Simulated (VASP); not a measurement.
The system is Si.

```
Si
1.0
    -2.96668    2.96668    4.79044
     2.96668   -2.96668    4.79044
     2.96668    2.96668   -4.79044
Si
12
Direct
  0.47534 0.69475 0.50000
  0.19475 0.97534 0.50000
  0.30525 0.80525 0.78059
  0.02466 0.52466 0.21941
  0.69475 0.19475 0.21941
  0.97534 0.47534 0.78059
  0.52466 0.30525 0.50000
  0.80525 0.02466 0.50000
  0.62187 0.62187 0.00000
  0.37813 0.37813 0.00000
  0.12187 0.12187 0.00000
  0.87813 0.87813 0.00000
```

| Property | Result |
| --- | --- |
| Program | VASP 6.6.1 |
| Task | relaxation of cell and atoms |
| Functional | PBE |
| Potentials or basis | VASP PAW PBE potentials, release 64 (Si) |
| Cutoff | 600 eV |
| k mesh | 4 × 4 × 4 |
| Occupations | gaussian, width 0.1 eV |
| Spin | no spin polarisation |

At the start: pressure 30.7 GPa; volume 14.05 Å³/atom.

Question: Where does the relaxation end?

Answer: Over 36 steps the energy falls by 445.0 meV/atom and the volume is 18.27 Å³/atom (+30.0 %); space group I4/mcm (No. 140, to 0.05 Å).

Step by step:
```csv
step,energy change (eV),largest force (eV/Å),pressure (GPa),volume (Å³)
1,0.0000,2.5144,30.72,168.65
2,-2.3625,0.4225,-10.71,243.35
3,-3.8064,0.4829,-1.32,208.49
4,-3.8074,0.4989,-0.95,207.64
5,-4.0181,0.3104,-0.17,206.48
6,-4.0419,0.3191,0.23,206.02
7,-4.0526,0.4766,1.14,205.04
8,-4.1208,0.1506,0.03,208.55
9,-4.1226,0.1503,-0.14,209.17
10,-4.1324,0.1286,0.20,208.71
11,-4.1416,0.1483,0.92,207.77
12,-4.1458,0.1530,0.89,207.98
13,-4.1588,0.1704,0.80,208.62
14,-4.1869,0.1964,0.60,209.90
15,-4.2335,0.2478,0.20,212.45
16,-4.2262,0.6024,-0.26,217.57
17,-4.2489,0.3816,-0.05,214.76
18,-4.2567,0.3903,-0.08,215.11
19,-4.2778,0.4222,-0.16,216.13
20,-4.3110,0.5107,-0.30,218.15
21,-4.3491,0.8019,-0.56,222.13
22,-4.4180,0.8273,-0.67,223.15
23,-4.5761,0.9296,-0.85,226.05
24,-4.4481,1.4931,-0.81,231.11
25,-4.5952,1.0951,-0.83,227.69
26,-4.7645,0.9376,-0.98,227.40
27,-5.1350,0.5417,-1.32,226.31
28,-4.8670,0.5821,-1.20,223.25
29,-5.2053,0.3883,-1.52,225.46
30,-5.2060,0.3948,-1.51,225.57
31,-5.2608,0.3490,-0.64,222.57
32,-5.3015,0.2665,1.15,217.22
33,-5.3310,0.1283,0.47,218.38
34,-5.3385,0.1119,-0.07,219.37
35,-5.3385,0.1085,-0.05,219.33
36,-5.3397,0.0165,-0.01,219.25
```

Final structure:
```xyz
12
Lattice="-2.9095 2.9095 6.4752 2.9095 -2.9095 6.4752 2.9095 2.9095 -6.4752" Properties=species:S:1:pos:R:3 pbc="T T T"
Si    2.0290    0.8804    4.2384
Si    3.7899   -0.8805    4.2384
Si    3.7899    0.8805    2.2368
Si    2.0290   -0.8805    2.2368
Si   -0.8805    2.0290    4.2384
Si    0.8805    3.7899    4.2384
Si    0.8804    2.0290    2.2368
Si   -0.8804    3.7899    2.2368
Si    0.0000    0.0000    7.6469
Si    0.0000    0.0000    5.3035
Si    0.0000    0.0000    1.1717
Si    0.0000    0.0000   11.7786
```

Caveat: the k points lie up to 0.38 Å⁻¹ apart in the final cell; the volume moved by over 15 % at a fixed basis, so the end points are rough.
